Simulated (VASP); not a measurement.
Input of a VASP 6.6.1 run:

INCAR

```
SYSTEM = Fe
  PREC = Accurate
  ENCUT = 520
  EDIFF = 1E-6
  ISMEAR = 0
  SIGMA = 0.05
  LREAL = .False.
  LASPH = .True.
  NELM = 80
  ALGO = Normal
  ISIF = 2
  LWAVE = .False.
  LCHARG = .False.
  GGA = PE
  NBANDS = 10
```

File KPOINTS:

```
regular mesh
0
Gamma
  22 22 22
  0 0 0
```

File POSCAR:

```
Fe
1.0
   -1.4430000000      1.4430000000      1.4430000000
    1.4430000000     -1.4430000000      1.4430000000
    1.4430000000      1.4430000000     -1.4430000000
Fe
1
Direct
    0.0000000000      0.0000000000      0.0000000000
```

Potentials or basis: VASP PAW PBE potentials, release 64 (Fe).

Run with:

```bash
$ cat potpaw_PBE.64/Fe/POTCAR > POTCAR
$ mpirun -np 1 vasp_std > vasp.out
```

Question: Estimate the band gap on the k mesh.

Answer: Zero (band 4 reaches 6.15 eV, above the bottom of band 5 at 4.44 eV).

Question: Estimate the pressure.

Answer: -26.9 GPa.

Caveat: the run has no spin polarisation, though such a crystal can be magnetic. Spin polarisation is off, so any magnetic state and its effect on volume and gap are missing.
